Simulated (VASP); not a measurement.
# Mo (R-3m) in VASP: a series of runs, part 2 of 2

VASP 6.6.1. The steps go on from the part before.

### 3 Single point, LDA

This run uses another cell than the first one, of the same volume but with other edges.

The input, INCAR:

```
PREC = Accurate
ENCUT = 520
EDIFF = 1E-7
ISMEAR = 0
SIGMA = 0.15
LREAL = F
LASPH = T
NELM = 80
ALGO = Fast
ISIF = 2
LWAVE = F
LCHARG = F
NBANDS = 13
```

The input, KPOINTS:

```
Automatic mesh
0
Gamma
  22 22 22
```

The input, POSCAR:

```
Mo
1.0
   -0.8774372853      1.5300182258      1.5300182258
    1.5300182258     -0.8774372853      1.5300182258
    1.5300182258      1.5300182258     -0.8774372853
Mo
1
Direct
    0.0000000000      0.0000000000      0.0000000000
```

Potentials or basis: VASP PAW LDA potentials, release 64 (Mo_sv).

On the command line:

```sh
$ cat potpaw_LDA.64/Mo_sv/POTCAR > POTCAR
$ mpirun -np 1 vasp_std > vasp.out
```

Wall time 63 s (1 thread of Intel Xeon 6975P-C (Granite Rapids), shared host); peak memory 0.25 GiB.

The run converged. Its results:

- Free energy: -9.9786 eV
- Pressure: 106.7 GPa
- Band gap on the k mesh: zero (band 7 reaches 18.04 eV, above the bottom of band 8 at 14.71 eV)

Stress tensor (GPa, compression positive):
```
106.74 -13.86 -13.86
-13.86 106.74 -13.86
-13.86 -13.86 106.74
```

Levels at points of the mesh, in eV from the Fermi level:
| k point | band 3 | band 4 | band 5 | band 6 | band 7 | band 8 | band 9 | band 10 | band 11 | band 12 |
| --- | --- | --- | --- | --- | --- | --- | --- | --- | --- | --- |
| (0.00, 0.00, 0.00) | -33.56 | -33.56 | -7.38 | -6.23 | -6.23 | 5.41 | 5.77 | 5.77 | 17.33 | 17.33 |
| (0.50, 0.00, 0.00) | -33.36 | -33.21 | -4.99 | -4.19 | 0.66 | 0.71 | 0.89 | 6.21 | 13.74 | 14.68 |
| (0.50, 0.50, 0.00) | -36.46 | -32.96 | -8.37 | -3.10 | 1.47 | 2.07 | 7.16 | 8.80 | 9.39 | 17.76 |
| (0.50, 0.50, 0.50) | -36.26 | -35.80 | -6.48 | -6.48 | -5.07 | 6.70 | 9.73 | 9.73 | 17.39 | 17.39 |

### 4 Single point, LDA

This run uses another cell than the first one, of the same volume but with other edges.

The input, INCAR:

```
ALGO = Fast ; EDIFF = 1E-6
ENCUT = 520 ; ISIF = 2
ISMEAR = 0 ; LASPH = True
LCHARG = False ; LREAL = False
LWAVE = False ; NBANDS = 13
NELM = 60 ; PREC = Accurate
SIGMA = 0.15
```

The input, KPOINTS:

```
k-points
0
Gamma
  22 22 22
```

The input, POSCAR:

```
Mo
1.0
   -1.2734406573      1.4743993571      1.4743993571
    1.4743993571     -1.2734406573      1.4743993571
    1.4743993571      1.4743993571     -1.2734406573
Mo
1
Direct
    0.0000000000      0.0000000000      0.0000000000
```

Potentials or basis: VASP PAW LDA potentials, release 64 (Mo_sv).

On the command line:

```sh
$ cat potpaw_LDA.64/Mo_sv/POTCAR > POTCAR
$ mpirun -np 1 vasp_std > vasp.out
```

OUTCAR:

```text
EDIFF = 1E-6
   ENCUT = 520
   ISIF = 2
   ISMEAR = 0
   LASPH = True
   LREAL = False
   NELM = 60
   PREC = Accurate

 ion  position               nearest neighbor table
   1  0.000  0.000  0.000-

  LATTYP: Found a trigonal (rhomboedric) cell.
 ALAT       =     2.4432269719
 COS(alpha) =    -0.2648972803

  Lattice vectors:

 A1 = (  -1.2734406573,   1.4743993571,   1.4743993571)
 A2 = (   1.4743993571,  -1.2734406573,   1.4743993571)
 A3 = (   1.4743993571,   1.4743993571,  -1.2734406573)

Analysis of symmetry for initial positions (statically):
=====================================================================
 Subroutine PRICEL returns:
 Original cell was already a primitive cell.

 Routine SETGRP: Setting up the symmetry group for a
 trigonal (rhombohedral) supercell.

 Subroutine GETGRP returns: Found 12 space group operations
 (whereof 12 operations were pure point group operations)
 out of a pool of 12 trial point group operations.

The static configuration has the point symmetry D_3d.

Analysis of symmetry for dynamics (positions and initial velocities):
=====================================================================
 Subroutine PRICEL returns:
 Original cell was already a primitive cell.

 Routine SETGRP: Setting up the symmetry group for a
 trigonal (rhombohedral) supercell.

 Subroutine GETGRP returns: Found 12 space group operations
 (whereof 12 operations were pure point group operations)
 out of a pool of 12 trial point group operations.

The dynamic configuration has the point symmetry D_3d.

 Subroutine INISYM returns: Found 12 space group operations
 (whereof 12 operations are pure point group operations),
 and found     1 'primitive' translations

----------------------------------------------------------------------------------------

                                     Primitive cell

  volume of cell :      12.6500

[... 109 lines left out ...]
  Thomas-Fermi vector in A             =   2.774795
   LORBIT       =      0    0 simple, 1 ext, 2 COOP (PROOUT), +10 PAW based schemes
   GGA     = CA    functional components
   LHFCALC =     F    Hartree Fock is set to
   AEXX    =    0.0000 exact exchange contribution
   IVDW    =     0    specifies the selected vdW correction
   LEPSILON=     F    determine dielectric tensor
   LRPA    =     F    only Hartree local field effects (RPA)
 non-spin polarized calculation
 RMM-DIIS sequential band-by-band and
 Gauss-broadening in eV      SIGMA  =   0.15
  energy-cutoff  :      520.00
  volume of cell :       12.65
 maximum number of plane-waves:       366
   NGX =  9   NGY =  9   NGZ =  9

 number of electron      13.9999996 magnetization

 Free energy of the ion-electron system (eV)
  ---------------------------------------------------
  ext. energy  EPLUGINS =         0.00000000
  ---------------------------------------------------
  free energy    TOTEN  =       -11.31101536 eV

  energy without entropy =      -11.30401649  energy(sigma->0) =      -11.30751593

 E-fermi :  16.3853     XC(G=0): -14.7918

 val. band max:       16.3846389962   @ k =  -0.1818  -0.2727   0.1364
 cond. band min:      16.3858744849   @ k =  -0.3636   0.2727   0.1818
 fundamental gap:      0.0012354887
 Fermi energy:        16.3853073776

 k-point     1 :       0.0000    0.0000    0.0000
  band No.  band energies     occupation
      1     -45.0496      2.00000
      2     -18.0211      2.00000
      3     -17.4563      2.00000
      4     -17.4563      2.00000
      5       8.5216      2.00000
      6      12.4960      2.00000
      7      12.4960      2.00000
      8      17.0087      0.00000
      9      19.1202      0.00000
     10      19.1202      0.00000
     11      30.5404      0.00000
     12      30.5404      0.00000
     13      34.0777      0.00000
[... 354 lines left out ...]
  band No.  band energies     occupation
      1     -44.5260      2.00000
      2     -20.4375      2.00000
      3     -18.0169      2.00000
      4     -17.4748      2.00000
      5      10.1024      2.00000
      6      11.3689      2.00000
      7      16.7186      0.00167
      8      19.3928      0.00000
      9      19.5608      0.00000
     10      21.3383      0.00000
     11      30.3974      0.00000
     12      30.6754      0.00000
     13      37.6755      0.00000

 [... further k-points ...]
[... 5 lines left out ...]
  --------------------------------------------------------------------------------------
  -------------------------------------------------------------------------------------
  Total        6.4858426      6.4858426      6.4858426     -1.4296216     -1.4296216     -1.4296216
  in kB      821.4600787    821.4600787    821.4600787   -181.0677740   -181.0677740   -181.0677740
  external PRESSURE =     821.4600787 kB  Pullay stress =       0.0000000 kB

 VOLUME and BASIS-vectors are now :
 -----------------------------------------------------------------------------
  energy-cutoff  :      520.00
  volume of cell :       12.65
      direct lattice vectors                 reciprocal lattice vectors
    -1.273440657  1.474399357  1.474399357    -0.043652360  0.320269846  0.320269846
     1.474399357 -1.273440657  1.474399357     0.320269846 -0.043652360  0.320269846
     1.474399357  1.474399357 -1.273440657     0.320269846  0.320269846 -0.043652360

 POSITION                                       TOTAL-FORCE (eV/Angst)
 -----------------------------------------------------------------------------------
      0.00000      0.00000      0.00000        -0.000000     -0.000000     -0.000000
 -----------------------------------------------------------------------------------
    total drift:                                0.000000     -0.000000      0.000000

  FREE ENERGIE OF THE ION-ELECTRON SYSTEM (eV)
  ---------------------------------------------------
  free  energy   TOTEN  =       -11.3110153600 eV

  energy  without entropy=      -11.3040164921  energy(sigma->0) =      -11.30751593
```

stdout:

```text
POSCAR found type information on POSCAR Mo
 POSCAR found :  1 types and       1 ions
 scaLAPACK will be used
 LDA part: xc-table for (Slater(with rela. corr.)+CA(PZ))
 , standard interpolation
 POSCAR, INCAR and KPOINTS ok, starting setup
 FFT: planning ... GRIDC
 FFT: planning ... GRID_SOFT
 FFT: planning ... GRID
 WAVECAR not read
 entering main loop
WARNING in EDDRMM: call to ZHEGV failed, returncode =   8  4     13
```

Run time: 64 s. Hardware: 1 thread of Intel Xeon 6975P-C (Granite Rapids), shared host; peak memory 0.25 GiB.

What came out:

- Free energy: -11.3110 eV
- Pressure: 82.1 GPa
- Band gap on the k mesh: zero (band 7 reaches 18.24 eV, above the bottom of band 8 at 14.71 eV)

Levels at points of the mesh, in eV from the Fermi level:
```csv
k point,band 5,band 6,band 7,band 8,band 9,band 10
"(0.00, 0.00, 0.00)",-7.86,-3.89,-3.89,0.62,2.73,2.73
"(0.50, 0.00, 0.00)",-6.45,-5.14,1.49,3.04,3.27,4.60
"(0.50, 0.50, 0.00)",-7.43,-4.58,1.80,1.93,3.93,7.30
"(0.50, 0.50, 0.50)",-7.49,-7.49,1.44,6.82,6.82,8.33
```

### 5 Single point, LDA

This run uses another cell than the first one, of the same volume but with other edges.

The input, INCAR:

```
SYSTEM = Mo
PREC = Accurate
ENCUT = 520
EDIFF = 1E-6
ISMEAR = 0
SIGMA = 0.15
LREAL = .FALSE.
LASPH = .TRUE.
NELM = 60
ALGO = Fast
ISIF = 2
LWAVE = .FALSE.
LCHARG = .FALSE.
NBANDS = 13
```

The input, KPOINTS:

```
Automatic mesh
0
G
  22 22 22
  0 0 0
```

The input, POSCAR:

```
Mo
1.0
   -1.6621878958      1.4741143071      1.4741143071
    1.4741143071     -1.6621878958      1.4741143071
    1.4741143071      1.4741143071     -1.6621878958
Mo
1
Direct
    0.0000000000      0.0000000000      0.0000000000
```

On the command line:

```sh
$ cat potpaw_LDA.64/Mo_sv/POTCAR > POTCAR
$ mpirun -np 1 vasp_std > vasp.out
```

Run time: 77 s. Hardware: 1 thread of Intel Xeon 6975P-C (Granite Rapids), shared host; peak memory 0.25 GiB.

Results (log left out):

```
Free energy            : -11.1127 eV
Pressure               : 87.9 GPa
Band gap on the k mesh : zero (band 7 reaches 20.05 eV, above the bottom of band 8 at 14.53 eV)
```

Stress tensor (GPa, compression positive):
```
87.90 38.35 38.35
38.35 87.90 38.35
38.35 38.35 87.90
```

Levels at points of the mesh, in eV from the Fermi level:
```csv
k point,band 5,band 6,band 7,band 8,band 9,band 10
"(0.00, 0.00, 0.00)",-7.87,-4.46,-1.76,-1.76,3.42,3.42
"(0.50, 0.00, 0.00)",-7.14,-4.50,1.37,1.56,3.85,6.56
"(0.50, 0.50, 0.00)",-6.68,-5.43,1.56,3.86,4.03,5.71
"(0.50, 0.50, 0.50)",-7.54,-7.54,3.76,3.76,7.87,9.74
```

### 6 Overview

| cell | further INCAR settings | gap on the mesh (eV) | pressure (GPa) |
| --- | --- | --- | --- |
| a = 2.812 Å, angles 114.8°, 1 atom | ALGO = Fast; EDIFF = 1e-07; NBANDS = 13 | none | 152.0 |
| a = 2.335 Å, angles 93.6°, 1 atom | ALGO = Fast; EDIFF = 1e-07; NBANDS = 13 | none | 106.7 |
| a = 2.443 Å, angles 105.4°, 1 atom | ALGO = Fast; EDIFF = 1e-06; NBANDS = 13 | none | 82.1 |
| a = 2.666 Å, angles 112.6°, 1 atom | ALGO = Fast; EDIFF = 1e-06; NBANDS = 13 | none | 87.9 |

Alike in all rows: task single point; level LDA; potentials or basis VASP PAW LDA potentials, release 64 (Mo_sv); no spin polarisation; k mesh 22 × 22 × 22; cutoff (eV) 520; smearing gaussian 0.15 eV.

Total energies depend on the potentials used, so only differences within one code and one set of settings carry meaning.
